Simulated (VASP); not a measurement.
# Co (P6_3/mmc) in VASP: notebook, part 2 of 2

VASP 6.6.1. The steps go on from the part before.

## 3. Single point, LDA, collinear spin, ferromagnetic start (8.00 Å³/atom)

File INCAR:

```
ALGO = Normal
EDIFF = 1E-6
ENCUT = 520
GGA = CA
ISIF = 2
ISMEAR = -1
ISPIN = 2
LASPH = T
LCHARG = T
LELF = T
LMAXMIX = 4
LORBIT = 11
LREAL = F
LVHAR = T
LWAVE = F
MAGMOM = 1.7 1.7
NBANDS = 20
NELM = 150
PREC = Accurate
SIGMA = 0.08
```

File KPOINTS:

```
k-points
0
Gamma
  19 19 11
```

File POSCAR:

```
Co
1.0
    2.2540076456      0.0000000000      0.0000000000
   -1.1270038228      1.9520278814      0.0000000000
    0.0000000000      0.0000000000      3.6382386769
Co
2
Direct
    0.3333333333      0.6666666667      0.2500000000
    0.6666666667      0.3333333333      0.7500000000
```

Potentials or basis: VASP PAW LDA potentials, release 64 (Co).

Run with:

```console
> cat potpaw_LDA.64/Co/POTCAR > POTCAR
> mpirun -np 1 vasp_std > vasp.out
```

OUTCAR:

```text
EDIFF = 1E-6
   ENCUT = 520
   GGA = CA
   ISIF = 2
   ISMEAR = -1
   ISPIN = 2
   LASPH = T
   LORBIT = 11
   LREAL = F
   NELM = 150
   PREC = Accurate

 ion  position               nearest neighbor table
   1  0.333  0.667  0.250-   2 2.24   2 2.24   2 2.24   2 2.24   2 2.24   2 2.24
   2  0.667  0.333  0.750-   1 2.24   1 2.24   1 2.24   1 2.24   1 2.24   1 2.24

  LATTYP: Found a hexagonal cell.
 ALAT       =     2.2540076456
 C/A-ratio  =     1.6141199361

  Lattice vectors:

 A1 = (   2.2540076456,   0.0000000000,   0.0000000000)
 A2 = (  -1.1270038228,   1.9520278814,   0.0000000000)
 A3 = (   0.0000000000,   0.0000000000,   3.6382386769)

Analysis of symmetry for initial positions (statically):
=====================================================================
 Subroutine PRICEL returns:
 Original cell was already a primitive cell.

 Routine SETGRP: Setting up the symmetry group for a
 hexagonal supercell.

 Subroutine GETGRP returns: Found 24 space group operations
[... 755 lines left out ...]
      5      12.4865      1.00000
      6      13.0374      1.00000
[... 541 lines left out ...]
     19      44.1843      0.00000
     20      46.4504      0.00000

 [... further k-points ...]

------------------------ aborting loop because EDIFF is reached ----------------------------------------

  FORCE on cell =-STRESS in cart. coord.  units (eV):
  Direction    XX          YY          ZZ          XY          YZ          ZX
  --------------------------------------------------------------------------------------
  -------------------------------------------------------------------------------------
  Total        8.6159963      8.6159963      8.7051369     -0.0000000     -0.0000000      0.0000000
  in kB      862.3498626    862.3498625    871.2716886     -0.0000000     -0.0000000      0.0000000
  external PRESSURE =     865.3238046 kB  Pullay stress =       0.0000000 kB

 VOLUME and BASIS-vectors are now :
 -----------------------------------------------------------------------------
  energy-cutoff  :      520.00
  volume of cell :       16.01
      direct lattice vectors                 reciprocal lattice vectors
     2.254007646  0.000000000  0.000000000     0.443654218  0.256143882  0.000000000
    -1.127003823  1.952027881  0.000000000     0.000000000  0.512287765  0.000000000
     0.000000000  0.000000000  3.638238677     0.000000000  0.000000000  0.274858273

 POSITION                                       TOTAL-FORCE (eV/Angst)
 -----------------------------------------------------------------------------------
     -0.00000      1.30135      0.90956        -0.000000      0.000000      0.000000
      1.12700      0.65068      2.72868         0.000000     -0.000000      0.000000
 -----------------------------------------------------------------------------------
    total drift:                               -0.000000      0.000000     -0.000000

  FREE ENERGIE OF THE ION-ELECTRON SYSTEM (eV)
  ---------------------------------------------------
  free  energy   TOTEN  =       -15.4058116141 eV

  energy  without entropy=      -15.3257547499  energy(sigma->0) =      -15.36578318

 total charge

# of ion       s       p       d       tot
------------------------------------------
    1        0.641   0.848   7.574   9.063
    2        0.641   0.848   7.574   9.063
--------------------------------------------------
tot          1.282   1.695  15.149  18.126

 magnetization (x)

# of ion       s       p       d       tot
------------------------------------------
    1        0.000   0.000  -0.003  -0.003
    2        0.000   0.000  -0.003  -0.003
--------------------------------------------------
tot          0.000   0.000  -0.007  -0.006
```

stdout:

```text
POSCAR found type information on POSCAR Co
 POSCAR found :  1 types and       2 ions
 scaLAPACK will be used
 LDA part: xc-table for (Slater(with rela. corr.)+CA(PZ))
 , standard interpolation
 POSCAR, INCAR and KPOINTS ok, starting setup
 FFT: planning ... GRIDC
 FFT: planning ... GRID_SOFT
 FFT: planning ... GRID
 WAVECAR not read
 entering main loop
```

Wall time 6.4 min (1 thread of Intel Xeon 8259CL, shared host); peak memory 0.22 GiB.

What came out:

```
Free energy            : -15.4058 eV
Pressure               : 86.5 GPa
Band gap on the k mesh : zero (filled and empty bands overlap)
Net moment             : -0.01 μB per cell
```

Stress tensor (GPa, compression positive):
```
86.23  0.00  0.00
 0.00 86.23  0.00
 0.00  0.00 87.13
```

Caveat: the cell stands under pressure; the moments typed at the start vanished in this run.

## 4. Single point, LDA, collinear spin, ferromagnetic start

This run uses another cell than the first one, of 8.80 Å³/atom.

File INCAR:

```
  ALGO = Normal
  EDIFF = 1E-7
  ENCUT = 520
  ISIF = 2
  ISMEAR = -1
  ISPIN = 2
  LASPH = T
  LCHARG = F
  LMAXMIX = 4
  LORBIT = 11
  LREAL = F
  LWAVE = F
  MAGMOM = 1.7 1.7
  NBANDS = 20
  NELM = 150
  PREC = Accurate
  SIGMA = 0.08
```

KPOINTS is that of step 3.

File POSCAR:

```
Co
1.0
    2.3279663316      0.0000000000      0.0000000000
   -1.1639831658      2.0160779823      0.0000000000
    0.0000000000      0.0000000000      3.7518135817
Co
2
Direct
    0.3333333333      0.6666666667      0.2500000000
    0.6666666667      0.3333333333      0.7500000000
```

Run with:

```console
> cat potpaw_LDA.64/Co/POTCAR > POTCAR
> mpirun -np 1 vasp_std > vasp.out
```

Wall time 3.5 min (1 thread of Intel Xeon 8259CL, shared host); peak memory 0.22 GiB.

Results (log left out):

```yaml
Free_energy: -16.0140 eV
Pressure: 39.1 GPa
Band_gap_on_the_k_mesh: zero (filled and empty bands overlap)
Net_moment: 1.97 μB per cell
Site_moments: Co +0.97 μB
Valence_electrons_inside_the_program's_atomic_spheres: Co 8.77
```

Stress tensor (GPa, compression positive):
```
39.22  0.00  0.00
 0.00 39.22  0.00
 0.00  0.00 38.89
```

Levels at points of the mesh, in eV from the Fermi level:
Spin up:
| k point | band 8 | band 9 | band 10 | band 11 | band 12 | band 13 |
| --- | --- | --- | --- | --- | --- | --- |
| (0.00, 0.00, 0.00) | -1.81 | -1.81 | -0.24 | -0.24 | -0.14 | 8.61 |
Spin down:
```
           k point  band 6  band 7  band 8  band 9  band 10  band 11
(0.00, 0.00, 0.00)   -1.36   -1.36   -0.83   -0.83     0.00     0.81
```

Caveat: the cell stands under pressure.

## 5. Single point, LDA, collinear spin, ferromagnetic start (8.80 Å³/atom)

This run uses another cell than the first one, of 8.80 Å³/atom.

File INCAR:

```
  PREC = Accurate
  ENCUT = 520
  EDIFF = 1E-7
  ISMEAR = -1
  SIGMA = 0.08
  LREAL = False
  LASPH = True
  NELM = 150
  ALGO = Normal
  ISIF = 2
  LWAVE = False
  LCHARG = True
  ISPIN = 2
  MAGMOM = 1.7 1.7
  LORBIT = 11
  LMAXMIX = 4
  GGA = CA
  LELF = True
  LVHAR = True
  NBANDS = 20
```

File KPOINTS:

```
Automatic mesh
0
Gamma
  19 19 11
```

File POSCAR:

```
Co
1.0
    2.3279663316      0.0000000000      0.0000000000
   -1.1639831658      2.0160779824      0.0000000000
    0.0000000000      0.0000000000      3.7518135817
Co
2
Direct
    0.3333333333      0.6666666667      0.2500000000
    0.6666666667      0.3333333333      0.7500000000
```

Run with:

```console
> cat potpaw_LDA.64/Co/POTCAR > POTCAR
> mpirun -np 1 vasp_std > vasp.out
```

Run time: 4 min. Hardware: 1 thread of Intel Xeon 8259CL, shared host; peak memory 0.22 GiB.

Results (log left out):

```
Free energy                                           : -16.0140 eV
Pressure                                              : 39.1 GPa
Band gap on the k mesh                                : zero (filled and empty bands overlap)
Net moment                                            : 1.97 μB per cell
Site moments                                          : Co +0.97 μB
Valence electrons inside the program's atomic spheres : Co 8.77
```

Stress tensor (GPa, compression positive):
```
39.22  0.00  0.00
 0.00 39.22  0.00
 0.00  0.00 38.89
```

Levels at points of the mesh, in eV from the Fermi level:
Spin up:
```tsv
k point	band 8	band 9	band 10	band 11	band 12	band 13
(0.00, 0.00, 0.00)	-1.81	-1.81	-0.24	-0.24	-0.14	8.61
```
Spin down:
```tsv
k point	band 6	band 7	band 8	band 9	band 10	band 11
(0.00, 0.00, 0.00)	-1.36	-1.36	-0.83	-0.83	0.00	0.81
```

Caveat: the cell stands under pressure.
